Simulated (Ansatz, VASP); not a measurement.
**LiF: VASP beside Ansatz**

```
Li F
1.0
     0.00000    1.93503    1.93503
     1.93503    0.00000    1.93503
     1.93503    1.93503    0.00000
Li F
1 1
Direct
  0.00000 0.00000 0.00000
  0.50000 0.50000 0.50000
```

Change from the starting cell: hydrostatic strain -3.0%.

Alike in both runs: task single point; functional r2SCAN; k mesh 10 × 10 × 10; no spin polarisation.

|  | VASP | Ansatz |
| --- | --- | --- |
| version | VASP 6.6.1 | Ansatz 0.2.0 |
| potentials or method | VASP PAW PBE potentials, release 64 (Li_sv, F) | plane waves, PAW |
| plane-wave cutoff (eV) | 520 | 500 |
| occupations | gaussian, width 0.01 eV | fixed |
| valence electrons in the cell | 10 | 10 |

VASP gave:

- gap on the k mesh at the Fermi level (eV): 11.49

Task: Estimate Ansatz's values.

Result: gap on the k mesh at the Fermi level (eV): 11.27.

VASP's potentials were made for PBE, not for r2SCAN.

Noted on VASP's run: the cutoff is short for stress, so the pressure is rough.
